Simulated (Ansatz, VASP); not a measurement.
**LiBr in VASP and in Ansatz**

```
CELL_PARAMETERS angstrom
0.00000 2.75065 2.75065
2.75065 0.00000 2.75065
2.75065 2.75065 0.00000
ATOMIC_POSITIONS crystal
Li 0.00000 0.00000 0.00000
Br 0.50000 0.50000 0.50000
```

Alike in both runs: task relaxation of cell and atoms; functional PBEsol; k mesh 14 × 14 × 14; occupations fermi-dirac, width 0.08 eV; no spin polarisation.

```csv
,VASP,Ansatz
version,VASP 6.6.1,Ansatz 0.2.0
potentials or method,"VASP PAW PBE potentials, release 64 (Li_sv, Br)","PAW with Ansatz's default frozen-core files, scalar-relativistic"
plane-wave cutoff (eV),750,420
valence electrons in the cell,10,10
```

```csv
,VASP,Ansatz,Ansatz less VASP
"gap on the k mesh at the Fermi level, each at its own relaxed structure (eV)",4.98,4.98,-0.007
relaxed volume (Å³/atom),19.79,19.82,+0.028
relaxed cell length with the largest relative difference (Å),3.825,3.827,+0.0018
```

VASP's potentials were made for PBE, not for PBEsol.
